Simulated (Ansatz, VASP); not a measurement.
C: VASP beside Ansatz

INCAR

```
SYSTEM = C
PREC = Accurate
ENCUT = 520
EDIFF = 1E-6
ISMEAR = -1
SIGMA = 0.1
LREAL = .False.
LASPH = .True.
NELM = 60
ALGO = Normal
ISIF = 2
LWAVE = .False.
LCHARG = .False.
GGA = PE
NBANDS = 8
```

The input KPOINTS:

```
regular mesh
0
Gamma
  21 21 21
  0 0 0
```

POSCAR

```
C
1.0
   -1.1871780774      1.1871780774      1.1871780774
    1.1871780774     -1.1871780774      1.1871780774
    1.1871780774      1.1871780774     -1.1871780774
C
1
Direct
    0.0000000000      0.0000000000      0.0000000000
```

Input for Ansatz:

```yaml
crystal:
  lattice:
    - [-1.1871780774, 1.1871780774, 1.1871780774]
    - [1.1871780774, -1.1871780774, 1.1871780774]
    - [1.1871780774, 1.1871780774, -1.1871780774]
  atoms:
    - { symbol: C, position: [0.0, 0.0, 0.0] }
hamiltonian:
  xc: pbe
  pseudopotentials:
    kind: paw
    azcp:
      C: "pseudopotentials/C.paw.azcp"
basis:
  ecutwfc: 420
  fft_grid_basis: typed
kpoints:
  mp_grid: { grid: [21, 21, 21], shift: [0, 0, 0] }
magnetization:
  spin_polarized: false
scf:
  occupations: { method: fermi_dirac, width: 0.1 }
  lower_state_search: "off"
output:
  stress: true
```

Alike in both runs: task single point; functional PBE; k mesh 21 × 21 × 21; occupations fermi-dirac, width 0.1 eV; no spin polarisation.

|  | VASP | Ansatz |
| --- | --- | --- |
| version | VASP 6.6.1 | Ansatz 0.2.0 |
| potentials or method | VASP PAW PBE potentials, release 64 (C), cutoff 520 eV | plane waves (420 eV) with PAW, scalar-relativistic |
| valence electrons in the cell | 4 | 4 |

```csv
,VASP,Ansatz,Ansatz less VASP
pressure (GPa),-0.3,-0.4,-0.11
```
